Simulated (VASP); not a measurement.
# BN (P6_3mc) in VASP: a series of runs

The runs below take BN through electric field gradients, with PBE.

Program: VASP 6.6.1. These are calculated values, not measurements. Logs are shortened: lines on timing, memory, paths and dates and some standing lists are left out, and cuts for length are marked.

**1. The cell of the first run**

The structure is hexagonal, space group P6_3mc (No. 186). Conventional cell: a = 2.554 Å, b = 2.554 Å, c = 4.227 Å, α = 90.00°, β = 90.00°, γ = 120.00°. B (site symmetry 3m) has 4 N at 1.57 to 1.58 Å within 2.1 Å. N (site symmetry 3m) has 4 B at 1.57 to 1.58 Å within 2.1 Å.

**2. Electric field gradients, PBE**

File INCAR:

```
  ALGO = Normal
  EDIFF = 1E-8
  ENCUT = 520
  GGA = PE
  ISIF = 2
  ISMEAR = -1
  LASPH = True
  LCHARG = False
  LEFG = True
  LREAL = False
  LWAVE = False
  NBANDS = 16
  NELM = 80
  PREC = Accurate
  SIGMA = 0.02
```

File KPOINTS:

```
k-points
0
Gamma
  12 12 7
```

File POSCAR:

```
BN
1.0
    2.5539396017      0.0000000000      0.0000000000
   -1.2769698009      2.2117765748      0.0000000000
    0.0000000000      0.0000000000      4.2268550000
B N
2 2
Direct
    0.6666666667      0.3333333333      0.9997240000
    0.3333333333      0.6666666667      0.4997240000
    0.6666666667      0.3333333333      0.6252760000
    0.3333333333      0.6666666667      0.1252760000
```

Potentials or basis: VASP PAW PBE potentials, release 64 (B, N).

Started as:

```bash
> cat potpaw_PBE.64/B/POTCAR potpaw_PBE.64/N/POTCAR > POTCAR
> mpirun -np 1 vasp_std > vasp.out
```

OUTCAR:

```text
EDIFF = 1E-8
   ENCUT = 520
   GGA = PE
   ISIF = 2
   ISMEAR = -1
   LASPH = True
   LREAL = False
   NELM = 80
   PREC = Accurate

 ion  position               nearest neighbor table
   1  0.667  0.333  1.000-   4 1.57   4 1.57   4 1.57   3 1.58
   2  0.333  0.667  0.500-   3 1.57   3 1.57   3 1.57   4 1.58
   3  0.667  0.333  0.625-   2 1.57   2 1.57   2 1.57   1 1.58
   4  0.333  0.667  0.125-   1 1.57   1 1.57   1 1.57   2 1.58

  LATTYP: Found a hexagonal cell.
 ALAT       =     2.5539396017
 C/A-ratio  =     1.6550332659

  Lattice vectors:

 A1 = (   2.5539396017,   0.0000000000,   0.0000000000)
 A2 = (  -1.2769698009,   2.2117765748,   0.0000000000)
 A3 = (   0.0000000000,   0.0000000000,   4.2268550000)

Analysis of symmetry for initial positions (statically):
=====================================================================
 Subroutine PRICEL returns:
 Original cell was already a primitive cell.

 Routine SETGRP: Setting up the symmetry group for a
 hexagonal supercell.

 Subroutine GETGRP returns: Found 12 space group operations
 (whereof  6 operations were pure point group operations)
 out of a pool of 24 trial point group operations.

The static configuration has the point symmetry C_3v.
 The point group associated with its full space group is C_6v.

Analysis of symmetry for dynamics (positions and initial velocities):
=====================================================================
 Subroutine PRICEL returns:
 Original cell was already a primitive cell.

 Routine SETGRP: Setting up the symmetry group for a
 hexagonal supercell.

 Subroutine GETGRP returns: Found 12 space group operations
 (whereof  6 operations were pure point group operations)
 out of a pool of 24 trial point group operations.

The dynamic configuration has the point symmetry C_3v.
 The point group associated with its full space group is C_6v.

 Subroutine INISYM returns: Found 12 space group operations
 (whereof  6 operations are pure point group operations),
 and found     1 'primitive' translations

[... 143 lines left out ...]

  energy without entropy =      -34.83270510  energy(sigma->0) =      -34.83270510

 E-fermi :   7.7873     XC(G=0): -12.7611

 val. band max:        7.4320351184   @ k =   0.0000   0.0000   0.0000
 cond. band min:      12.6288196324   @ k =   0.3333   0.3333   0.0000
 fundamental gap:      5.1967845140
 Fermi energy:         7.7873215238

 k-point     1 :       0.0000    0.0000    0.0000
  band No.  band energies     occupation
      1     -12.8569      2.00000
      2      -8.7569      2.00000
      3      -3.3940      2.00000
      4       5.3332      2.00000
      5       5.3332      2.00000
      6       7.1566      2.00000
[... 433 lines left out ...]
      3      -1.3104      2.00000
      4      -0.0508      2.00000
      5       1.5966      2.00000
      6       3.1468      2.00000
[... 8 lines left out ...]
     15      23.4202      0.00000
     16      23.5211      0.00000

 [... further k-points ...]

------------------------ aborting loop because EDIFF is reached ----------------------------------------

  FORCE on cell =-STRESS in cart. coord.  units (eV):
  Direction    XX          YY          ZZ          XY          YZ          ZX
  --------------------------------------------------------------------------------------
  -------------------------------------------------------------------------------------
  Total        0.0662331      0.0662331     -0.0493693     -0.0000000      0.0000000      0.0000000
  in kB        4.4444331      4.4444331     -3.3128223     -0.0000000      0.0000000      0.0000000
  external PRESSURE =       1.8586813 kB  Pullay stress =       0.0000000 kB

 VOLUME and BASIS-vectors are now :
 -----------------------------------------------------------------------------
  energy-cutoff  :      520.00
  volume of cell :       23.88
      direct lattice vectors                 reciprocal lattice vectors
     2.553939602  0.000000000  0.000000000     0.391551938  0.226062617  0.000000000
    -1.276969801  2.211776575  0.000000000     0.000000000  0.452125233  0.000000000
     0.000000000  0.000000000  4.226855000     0.000000000  0.000000000  0.236582518

 POSITION                                       TOTAL-FORCE (eV/Angst)
 -----------------------------------------------------------------------------------
      1.27697      0.73726      4.22569        -0.000000      0.000000      0.014284
     -0.00000      1.47452      2.11226         0.000000     -0.000000      0.014284
      1.27697      0.73726      2.64295        -0.000000     -0.000000     -0.014284
     -0.00000      1.47452      0.52952         0.000000      0.000000     -0.014284
 -----------------------------------------------------------------------------------
    total drift:                                0.000000      0.000000      0.000002

  FREE ENERGIE OF THE ION-ELECTRON SYSTEM (eV)
  ---------------------------------------------------
  free  energy   TOTEN  =       -34.8327050975 eV

  energy  without entropy=      -34.8327050975  energy(sigma->0) =      -34.83270510

 Electric field gradients (V/A^2)
---------------------------------------------------------------------
 ion       V_xx      V_yy      V_zz      V_xy      V_xz      V_yz
---------------------------------------------------------------------
   1      -0.456    -0.456     0.911    -0.000    -0.000     0.000
   2      -0.456    -0.456     0.911    -0.000     0.000    -0.000
   3      -2.366    -2.367     4.734    -0.001    -0.000     0.000
   4      -2.366    -2.367     4.734    -0.001     0.000    -0.000
---------------------------------------------------------------------

 Electric field gradients after diagonalization (V/A^2)
 (convention: |V_zz| > |V_xx| > |V_yy|)
----------------------------------------------------------------------
 ion       V_xx      V_yy      V_zz     asymmetry (V_yy - V_xx)/ V_zz
----------------------------------------------------------------------
   1      -0.456    -0.456     0.911       0.000
   2      -0.456    -0.456     0.911       0.000
   3      -2.368    -2.366     4.734       0.001
   4      -2.368    -2.366     4.734       0.001
----------------------------------------------------------------------

           NMR quadrupolar parameters

 Cq : quadrupolar parameter    Cq=e*Q*V_zz/h
 eta: asymmetry parameters     (V_yy - V_xx)/ V_zz
 Q  : nuclear electric quadrupole moment in mb (millibarn)
----------------------------------------------------------------------
 ion       Cq(MHz)       eta       Q (mb)
----------------------------------------------------------------------
   1       0.002       0.000       1.000
   2       0.002       0.000       1.000
   3       0.011       0.001       1.000
   4       0.011       0.001       1.000
----------------------------------------------------------------------
```

Wall time 43 s (1 thread of Intel Xeon 8259CL, shared host); peak memory 0.14 GiB.

What came out:

| Item | Value |
| --- | --- |
| Free energy | -34.8327 eV |
| Pressure | 0.2 GPa |
| Largest force | 0.014 eV/Å |
| Band gap on the k mesh | 5.20 eV (least direct gap 8.23 eV) |
| Largest electric field gradient by atom | B +0.9; N +4.7 V/Å² |

Forces in eV/Å, atoms in the order of the input:
```
B    0.000  0.000  0.014
B    0.000  0.000  0.014
N    0.000  0.000 -0.014
N    0.000  0.000 -0.014
```

Stress tensor (GPa, compression positive):
```
 0.44  0.00  0.00
 0.00  0.44  0.00
 0.00  0.00 -0.33
```

Levels at points of the mesh, in eV from the valence-band top:
| k point | band 5 | band 6 | band 7 | band 8 | band 9 | band 10 | band 11 | band 12 |
| --- | --- | --- | --- | --- | --- | --- | --- | --- |
| (0.00, 0.00, 0.00) | -2.10 | -0.28 | 0.00 | 0.00 | 8.33 | 8.33 | 8.53 | 9.42 |
| (0.50, 0.00, 0.00) | -6.86 | -4.93 | -4.37 | -2.09 | 6.68 | 7.93 | 10.55 | 11.39 |

Electric field gradients, principal values (V/Å²):
| atom | least | middle | greatest (by size) |
| --- | --- | --- | --- |
| 1 B | -0.456 | -0.456 | 0.911 |
| 2 B | -0.456 | -0.456 | 0.911 |
| 3 N | -2.366 | -2.368 | 4.734 |
| 4 N | -2.366 | -2.368 | 4.734 |

Caveat: without QUAD_EFG the Cq values of the log hold for a quadrupole moment of 1 mb, not for the nuclei; an odd mesh through Γ misses points on the zone boundary, where band edges can lie.

**3. Electric field gradients, PBE**

This run uses another cell than the first one: it holds 32 atoms, not 4.

File INCAR:

```
SYSTEM = BN
PREC = Accurate ; ENCUT = 520
EDIFF = 1E-8 ; ISMEAR = 0
SIGMA = 0.01 ; LREAL = Auto
LASPH = .TRUE. ; NELM = 60
ALGO = Normal ; ISIF = 2
LWAVE = .FALSE. ; LCHARG = .FALSE.
GGA = PE ; LEFG = .TRUE.
NBANDS = 86
```

File KPOINTS:

```
regular mesh
0
G
  4 4 3
  0 0 0
```

File POSCAR:

```
BN
1.0
    5.1078792034      0.0000000000      0.0000000000
   -2.5539396017      4.4235531496      0.0000000000
    0.0000000000      0.0000000000      8.4537100000
B N
16 16
Direct
    0.3333333333      0.1666666667      0.4998620000
    0.3333333333      0.1666666667      0.9998620000
    0.3333333333      0.6666666667      0.4998620000
    0.3333333333      0.6666666667      0.9998620000
    0.8333333333      0.1666666667      0.4998620000
    0.8333333333      0.1666666667      0.9998620000
    0.8333333333      0.6666666667      0.4998620000
    0.8333333333      0.6666666667      0.9998620000
    0.1666666667      0.3333333333      0.2498620000
    0.1666666667      0.3333333333      0.7498620000
    0.1666666667      0.8333333333      0.2498620000
    0.1666666667      0.8333333333      0.7498620000
    0.6666666667      0.3333333333      0.2498620000
    0.6666666667      0.3333333333      0.7498620000
    0.6666666667      0.8333333333      0.2498620000
    0.6666666667      0.8333333333      0.7498620000
    0.3333333333      0.1666666667      0.3126380000
    0.3333333333      0.1666666667      0.8126380000
    0.3333333333      0.6666666667      0.3126380000
    0.3333333333      0.6666666667      0.8126380000
    0.8333333333      0.1666666667      0.3126380000
    0.8333333333      0.1666666667      0.8126380000
    0.8333333333      0.6666666667      0.3126380000
    0.8333333333      0.6666666667      0.8126380000
    0.1666666667      0.3333333333      0.0626380000
    0.1666666667      0.3333333333      0.5626380000
    0.1666666667      0.8333333333      0.0626380000
    0.1666666667      0.8333333333      0.5626380000
    0.6666666667      0.3333333333      0.0626380000
    0.6666666667      0.3333333333      0.5626380000
    0.6666666667      0.8333333333      0.0626380000
    0.6666666667      0.8333333333      0.5626380000
```

Potentials or basis: VASP PAW PBE potentials, release 64 (B, N).

Started as:

```bash
> cat potpaw_PBE.64/B/POTCAR potpaw_PBE.64/N/POTCAR > POTCAR
> mpirun -np 1 vasp_std > vasp.out
```

OUTCAR:

```text
SYSTEM = BN
   PREC = Accurate
   ENCUT = 520
   EDIFF = 1E-8
   ISMEAR = 0
   LREAL = Auto
   LASPH = .TRUE.
   NELM = 60
   ISIF = 2
   GGA = PE

 ion  position               nearest neighbor table
   1  0.333  0.167  0.500-  26 1.57  28 1.57  30 1.57  17 1.58
   2  0.333  0.167  1.000-  25 1.57  27 1.57  29 1.57  18 1.58
   3  0.333  0.667  0.500-  28 1.57  26 1.57  32 1.57  19 1.58
   4  0.333  0.667  1.000-  27 1.57  25 1.57  31 1.57  20 1.58
   5  0.833  0.167  0.500-  30 1.57  32 1.57  26 1.57  21 1.58
   6  0.833  0.167  1.000-  29 1.57  31 1.57  25 1.57  22 1.58
[... 33 lines left out ...]
 A1 = (   5.1078792034,   0.0000000000,   0.0000000000)
 A2 = (  -2.5539396017,   4.4235531496,   0.0000000000)
 A3 = (   0.0000000000,   0.0000000000,   8.4537100000)

Analysis of symmetry for initial positions (statically):
=====================================================================
 Subroutine PRICEL returns following result:

  LATTYP: Found a hexagonal cell.
 ALAT       =     2.5539396017
 C/A-ratio  =     1.6550332659

  Lattice vectors:

 A1 = (   2.5539396017,   0.0000000000,   0.0000000000)
[... 872 lines left out ...]
  ---------------------------------------------------
  free  energy   TOTEN  =      -278.6684160501 eV

  energy  without entropy=     -278.6684160501  energy(sigma->0) =     -278.66841605

 Electric field gradients (V/A^2)
---------------------------------------------------------------------
 ion       V_xx      V_yy      V_zz      V_xy      V_xz      V_yz
---------------------------------------------------------------------
   1      -0.458    -0.458     0.916    -0.000    -0.000     0.000
   2      -0.458    -0.458     0.916    -0.000    -0.000     0.000
   3      -0.458    -0.458     0.916    -0.000    -0.000     0.000
   4      -0.458    -0.458     0.916    -0.000    -0.000     0.000
   5      -0.458    -0.458     0.916    -0.000    -0.000     0.000
   6      -0.458    -0.458     0.916    -0.000    -0.000     0.000
[... 24 lines left out ...]
  31      -2.375    -2.376     4.751    -0.001     0.000    -0.000
  32      -2.375    -2.376     4.751    -0.001     0.000    -0.000
---------------------------------------------------------------------

 Electric field gradients after diagonalization (V/A^2)
 (convention: |V_zz| > |V_xx| > |V_yy|)
----------------------------------------------------------------------
 ion       V_xx      V_yy      V_zz     asymmetry (V_yy - V_xx)/ V_zz
----------------------------------------------------------------------
   1      -0.458    -0.458     0.916       0.000
   2      -0.458    -0.458     0.916       0.000
   3      -0.458    -0.458     0.916       0.000
   4      -0.458    -0.458     0.916       0.000
   5      -0.458    -0.458     0.916       0.000
   6      -0.458    -0.458     0.916       0.000
[... 24 lines left out ...]
  31      -2.377    -2.374     4.751       0.001
  32      -2.377    -2.374     4.751       0.001
----------------------------------------------------------------------

           NMR quadrupolar parameters

 Cq : quadrupolar parameter    Cq=e*Q*V_zz/h
 eta: asymmetry parameters     (V_yy - V_xx)/ V_zz
 Q  : nuclear electric quadrupole moment in mb (millibarn)
----------------------------------------------------------------------
 ion       Cq(MHz)       eta       Q (mb)
----------------------------------------------------------------------
   1       0.002       0.000       1.000
   2       0.002       0.000       1.000
   3       0.002       0.000       1.000
   4       0.002       0.000       1.000
   5       0.002       0.000       1.000
   6       0.002       0.000       1.000
[... 24 lines left out ...]
  31       0.011       0.001       1.000
  32       0.011       0.001       1.000
----------------------------------------------------------------------
```

stdout:

```text
POSCAR found type information on POSCAR B N
 POSCAR found :  2 types and      32 ions
 scaLAPACK will be used
 LDA part: xc-table for (Slater+PW92), standard interpolation
 POSCAR, INCAR and KPOINTS ok, starting setup
 FFT: planning ... GRIDC
 FFT: planning ... GRID_SOFT
 FFT: planning ... GRID
 WAVECAR not read
 entering main loop
ion   1

ion   2

ion   3

ion   4

ion   5

ion   6

ion   7

ion   8

ion   9

ion  10

ion  11

ion  12

ion  13

ion  14

ion  15

ion  16

ion  17

ion  18

ion  19

ion  20

ion  21

ion  22

ion  23

ion  24

ion  25

ion  26

ion  27

ion  28

ion  29

ion  30

ion  31

ion  32
```

Run time: 9.5 min. Hardware: 1 thread of Intel Xeon 8259CL, shared host; peak memory 0.35 GiB.

What came out:

| Quantity | Value |
| --- | --- |
| Free energy | -278.6684 eV |
| Pressure | 0.2 GPa |
| Largest force | 0.014 eV/Å |
| Band gap on the k mesh | 5.51 eV |
| Largest electric field gradient by atom | B +0.9; N +4.8 V/Å² |

Forces on the atoms (eV/Å):
```
B    0.000  0.000  0.014
B    0.000  0.000  0.014
B    0.000  0.000  0.014
B    0.000  0.000  0.014
B    0.000  0.000  0.014
B    0.000  0.000  0.014
B    0.000  0.000  0.014
B    0.000  0.000  0.014
B    0.000  0.000  0.014
B    0.000  0.000  0.014
B    0.000  0.000  0.014
B    0.000  0.000  0.014
B    0.000  0.000  0.014
B    0.000  0.000  0.014
B    0.000  0.000  0.014
B    0.000  0.000  0.014
N    0.000  0.000 -0.014
N    0.000  0.000 -0.014
N    0.000  0.000 -0.014
N    0.000  0.000 -0.014
N    0.000  0.000 -0.014
N    0.000  0.000 -0.014
N    0.000  0.000 -0.014
N    0.000  0.000 -0.014
N    0.000  0.000 -0.014
N    0.000  0.000 -0.014
N    0.000  0.000 -0.014
N    0.000  0.000 -0.014
N    0.000  0.000 -0.014
N    0.000  0.000 -0.014
N    0.000  0.000 -0.014
N    0.000  0.000 -0.014
```

Electric field gradients, principal values (V/Å²):
| atom | least | middle | greatest (by size) |
| --- | --- | --- | --- |
| 1 B | -0.458 | -0.458 | 0.916 |
| 2 B | -0.458 | -0.458 | 0.916 |
| 3 B | -0.458 | -0.458 | 0.916 |
| 4 B | -0.458 | -0.458 | 0.916 |
| 5 B | -0.458 | -0.458 | 0.916 |
| 6 B | -0.458 | -0.458 | 0.916 |
| 7 B | -0.458 | -0.458 | 0.916 |
| 8 B | -0.458 | -0.458 | 0.916 |
| 9 B | -0.458 | -0.458 | 0.916 |
| 10 B | -0.458 | -0.458 | 0.916 |
| 11 B | -0.458 | -0.458 | 0.916 |
| 12 B | -0.458 | -0.458 | 0.916 |
| 13 B | -0.458 | -0.458 | 0.916 |
| 14 B | -0.458 | -0.458 | 0.916 |
| 15 B | -0.458 | -0.458 | 0.916 |
| 16 B | -0.458 | -0.458 | 0.916 |
| 17 N | -2.374 | -2.377 | 4.751 |
| 18 N | -2.374 | -2.377 | 4.751 |
| 19 N | -2.374 | -2.377 | 4.751 |
| 20 N | -2.374 | -2.377 | 4.751 |
| 21 N | -2.374 | -2.377 | 4.751 |
| 22 N | -2.374 | -2.377 | 4.751 |
| 23 N | -2.374 | -2.377 | 4.751 |
| 24 N | -2.374 | -2.377 | 4.751 |
| 25 N | -2.374 | -2.377 | 4.751 |
| 26 N | -2.374 | -2.377 | 4.751 |
| 27 N | -2.374 | -2.377 | 4.751 |
| 28 N | -2.374 | -2.377 | 4.751 |
| 29 N | -2.374 | -2.377 | 4.751 |
| 30 N | -2.374 | -2.377 | 4.751 |
| 31 N | -2.374 | -2.377 | 4.751 |
| 32 N | -2.374 | -2.377 | 4.751 |

Caveat: without QUAD_EFG the Cq values of the log hold for a quadrupole moment of 1 mb, not for the nuclei; an odd mesh through Γ misses points on the zone boundary, where band edges can lie.
